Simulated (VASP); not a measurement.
Wanted: the native input for a VASP 6.6.1 run.

| Quantity | Value |
| --- | --- |
| Task | single point |
| Functional | PBE |
| Potentials or basis | VASP PAW PBE potentials, release 64 (Pd) |
| Cutoff | 500 eV |
| k mesh | 14 × 14 × 14 |
| Occupations | gaussian, width 0.05 eV |
| Spin | no spin polarisation |
| Dipole correction | no |
| Further INCAR settings | ALGO = Normal; EDIFF = 1e-06; NBANDS = 11 |

The structure of Pd lies in POSCAR:

```
Pd
1.0
    0.0000000000      1.9450014428      1.9450014428
    1.9450014428      0.0000000000      1.9450014428
    1.9450014428      1.9450014428      0.0000000000
Pd
1
Direct
    0.0000000000      0.0000000000      0.0000000000
```

These files were run (other wordings do the same):

INCAR

```
ALGO = Normal
EDIFF = 1E-6
ENCUT = 500
GGA = PE
GGA_COMPAT = False
ISIF = 2
ISMEAR = 0
LASPH = True
LCHARG = False
LREAL = False
LWAVE = False
NBANDS = 11
NELM = 120
PREC = Accurate
SIGMA = 0.05
```

KPOINTS

```
k-points
0
Gamma
  14 14 14
```

Potentials or basis: VASP PAW PBE potentials, release 64 (Pd).

Run with:

```sh
$ cat potpaw_PBE.64/Pd/POTCAR > POTCAR
$ mpirun -np 1 vasp_std > vasp.out
```

Results of the run:

```
Pressure               : 7.4 GPa
Band gap on the k mesh : zero (band 5 reaches 10.12 eV, above the bottom of band 6 at 8.52 eV)
```

It took 7 s on 1 thread of Intel(R) Xeon(R) 6975P-C (Granite Rapids), on a shared host, peak memory 0.13 GiB.
